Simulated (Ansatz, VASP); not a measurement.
## One calculation of Hf2N, two programs

```xyz
6
Lattice="5.6198 0.0000 0.0000 0.0000 5.2522 0.0000 0.0000 0.0000 3.2006" Properties=species:S:1:pos:R:3 pbc="T T T"
Hf    1.5050    1.6965    0.0000
Hf    4.1148    3.5557    0.0000
Hf    4.3149    0.9296    1.6003
Hf    1.3049    4.3225    1.6003
N     0.0000    0.0000    0.0000
N     2.8099    2.6261    1.6003
```

Change from the starting cell: mode 4 frozen in at -0.205 Å, normal strain along x +0.0700.

Alike in both runs: task single point; functional LDA; k mesh 8 × 8 × 12; occupations gaussian, width 0.15 eV; no spin polarisation.

```csv
,VASP,Ansatz
version,VASP 6.6.1,Ansatz 0.2.0
potentials or method,"VASP PAW LDA potentials, release 64 (Hf_pv, N), cutoff 520 eV","scalar-relativistic, plane waves, PAW"
valence electrons in the cell,50,114
```

Ansatz gave:

```
gap on the k mesh at the Fermi level (eV)                     : none
pressure (GPa)                                                : -12.8
traceless stress, the component that is largest in VASP (GPa) : -12.22
rms of the force components (eV/Å)                            : 0.299
```

Q: Estimate VASP's values.

A: gap on the k mesh at the Fermi level (eV): none; pressure (GPa): -13.1; traceless stress, the component that is largest in VASP (GPa): -12.23; rms of the force components (eV/Å): 0.305.

Ansatz warns that its potentials were made for another functional, while VASP's fit it. LDA's correlation is that of Perdew and Zunger in VASP and of Perdew and Wang (1992) in Ansatz. Atom by atom the forces differ by 0.006 eV/Å (rms over components). A gap of «none» marks a metal or a gap that the smearing closes. VASP's potentials hold 50 valence electrons a cell and Ansatz's 114, so a difference there can come from the potentials and not from the codes.

Neither program's run includes spin-orbit coupling.
